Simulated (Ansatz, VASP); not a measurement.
# Zn: VASP beside Ansatz

INCAR

```
SYSTEM = Zn
PREC     = Accurate       ! precision mode
ENCUT    = 520            ! plane-wave cutoff, eV
EDIFF    = 1E-6           ! SCF threshold, eV
ISMEAR   = 0              ! smearing method
SIGMA    = 0.15           ! smearing width, eV
LREAL    = .FALSE.        ! projectors in reciprocal space
LASPH    = .TRUE.         ! aspherical terms in the spheres
NELM     = 100            ! most SCF steps
ALGO     = Normal         ! electronic algorithm
ISIF     = 2              ! what is computed and relaxed
LWAVE    = .FALSE.        ! write WAVECAR
LCHARG   = .FALSE.        ! write CHGCAR
GGA      = PS             ! functional
NBANDS   = 12             ! bands
```

KPOINTS

```
regular mesh
0
G
  20 20 20
  0 0 0
```

File POSCAR:

```
Zn
1.0
   -1.5759767363      1.5300745013      1.5759767363
    1.5759767363     -1.5300745013      1.5759767363
    1.5759767363      1.5300745013     -1.5759767363
Zn
1
Direct
    0.0000000000      0.0000000000      0.0000000000
```

Input for Ansatz:

```yaml
crystal:
  lattice:
    - [-1.5759767363, 1.5300745013, 1.5759767363]
    - [1.5759767363, -1.5300745013, 1.5759767363]
    - [1.5759767363, 1.5300745013, -1.5759767363]
  atoms:
    - { symbol: Zn, position: [0.0, 0.0, 0.0] }
basis:
  ecutwfc: 520.0
kpoints:
  mp_grid: { grid: [20, 20, 20] }
hamiltonian:
  xc: pbesol
scf:
  occupations: { method: gaussian, width: 0.15 }
output:
  forces: true
  stress: true
  eigenvalues: true
```

Change from the starting cell: normal strain along x +0.0300, normal strain along z +0.0300.

Alike in both runs: task single point; functional PBEsol; k mesh 20 × 20 × 20; occupations gaussian, width 0.15 eV; no spin polarisation.

```csv
,VASP,Ansatz
version,VASP 6.6.1,Ansatz 0.2.0
potentials or method,"VASP PAW PBE potentials, release 64 (Zn), cutoff 520 eV","scalar-relativistic, plane waves, PAW"
valence electrons in the cell,12,12
```

Ansatz gave:

```
gap on the k mesh at the Fermi level (eV)                     : none
pressure (GPa)                                                : -4.4
traceless stress, the component that is largest in VASP (GPa) : -0.81
```

Task: What did VASP give for the same quantities?

Result: gap on the k mesh at the Fermi level (eV): none; pressure (GPa): -3.9; traceless stress, the component that is largest in VASP (GPa): -0.80.

VASP's potentials were made for PBE, not for PBEsol. A gap of «none» marks a metal or a gap that the smearing closes.
